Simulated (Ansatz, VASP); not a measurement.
**AlRu in VASP and in Ansatz**

```xyz
2
Lattice="3.0034 0.0000 0.0000 0.0000 3.0034 0.0000 0.0000 0.0000 3.0034" Properties=species:S:1:pos:R:3 pbc="T T T"
Al    0.0000    0.0000    0.0000
Ru    1.5017    1.5017    1.5017
```

Alike in both runs: functional PBE; k mesh 18 × 18 × 18; occupations gaussian, width 0.1 eV; no spin polarisation.

Ansatz relaxed the structure, and its values are those at the end. VASP's run is a single point on that final structure, the one shown.

|  | VASP | Ansatz |
| --- | --- | --- |
| version | VASP 6.6.1 | Ansatz 0.2.0 |
| potentials or method | VASP PAW PBE potentials, release 64 (Al, Ru_pv), cutoff 520 eV | scalar-relativistic, plane waves, PAW |
| valence electrons in the cell | 17 | 19 |

|  | VASP | Ansatz | Ansatz less VASP |
| --- | --- | --- | --- |
| gap on the k mesh at the Fermi level (eV) | none | none | - |
| pressure (GPa) | 0.0 | 0.0 | +0.10 |

A gap of «none» marks a metal or a gap that the smearing closes. The functional is the same, so the differences come from potentials, cutoffs and numerics. VASP's potentials hold 17 valence electrons a cell and Ansatz's 19, so a difference there can come from the potentials and not from the codes.
